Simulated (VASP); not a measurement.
Write the native input for VASP 6.6.1 that does the following.

- Task: single point
- Functional: PBE
- Dispersion: D4
- Potentials or basis: VASP PAW PBE potentials, release 64 (Co, O)
- Cutoff: 520 eV
- k mesh: 11 × 11 × 11
- Occupations: fermi-dirac, width 0.05 eV
- Spin: collinear spin, ferromagnetic start
- Starting moments: [2.0, 0.0] μB
- Dipole correction: no
- Further INCAR settings: ALGO = Normal; EDIFF = 1e-07; NBANDS = 18

The structure of CoO lies in POSCAR:

```
CoO
1.0
    0.0000000000      2.1098241985      2.1098241985
    2.1098241985      0.0000000000      2.1098241985
    2.1098241985      2.1098241985      0.0000000000
Co O
1 1
Direct
    0.0000000000      0.0000000000      0.0000000000
    0.5000000000      0.5000000000      0.5000000000
```

One way to write it, as run:

INCAR

```
  ALGO = Normal
  EDIFF = 1E-7
  ENCUT = 520
  GGA = PE
  ISIF = 2
  ISMEAR = -1
  ISPIN = 2
  IVDW = 13
  LASPH = True
  LCHARG = False
  LMAXMIX = 4
  LORBIT = 11
  LREAL = False
  LWAVE = False
  MAGMOM = 2 0
  NBANDS = 18
  NELM = 150
  PREC = Accurate
  SIGMA = 0.05
```

KPOINTS

```
k-points
0
Gamma
  11 11 11
```

Potentials or basis: VASP PAW PBE potentials, release 64 (Co, O).

Command:

```bash
$ cat potpaw_PBE.64/Co/POTCAR potpaw_PBE.64/O/POTCAR > POTCAR
$ mpirun -np 1 vasp_std > vasp.out
```

Results of the run:

```yaml
Pressure: -0.6 GPa
Net_moment: 2.83 μB per cell
Site_moments: Co +2.50; O +0.28 μB
Valence_electrons_inside_the_program's_atomic_spheres: Co 7.84; O 4.99
Dispersion_energy_per_atom: -0.281 eV
```

Caveat: a cell with one magnetic atom can't hold antiferromagnetic order, which such compounds often take; pairwise dispersion overbinds metals, which lowers pressure and volume.

Run time: 29 s on 1 thread of Intel(R) Xeon(R) 6975P-C (Granite Rapids) (shared host), peak memory 0.17 GiB.
